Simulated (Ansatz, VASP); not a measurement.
GaN: VASP beside Ansatz

```xyz
2
Lattice="0.0000 2.2742 2.2742 2.2742 0.0000 2.2742 2.2742 2.2742 0.0000" Properties=species:S:1:pos:R:3 pbc="T T T"
Ga    0.0000    0.0000    0.0000
N     3.4114    3.4114    3.4114
```

Alike in both runs: task relaxation of cell and atoms; functional PBE; dispersion D3(BJ); k mesh 10 × 10 × 10; occupations gaussian, width 0.02 eV; no spin polarisation.

|  | VASP | Ansatz |
| --- | --- | --- |
| version | VASP 6.6.1 | Ansatz 0.2.0 |
| potentials or method | VASP PAW PBE potentials, release 64 (Ga_d, N), cutoff 600 eV | scalar-relativistic, plane waves, PAW |
| valence electrons in the cell | 18 | 18 |

|  | VASP | Ansatz | Ansatz less VASP |
| --- | --- | --- | --- |
| gap on the k mesh at the Fermi level, each at its own relaxed structure (eV) | 1.68 | 1.67 | -0.012 |
| relaxed volume (Å³/atom) | 11.52 | 11.53 | +0.009 |
| relaxed cell length with the largest relative difference (Å) | 3.194 | 3.195 | +0.0008 |
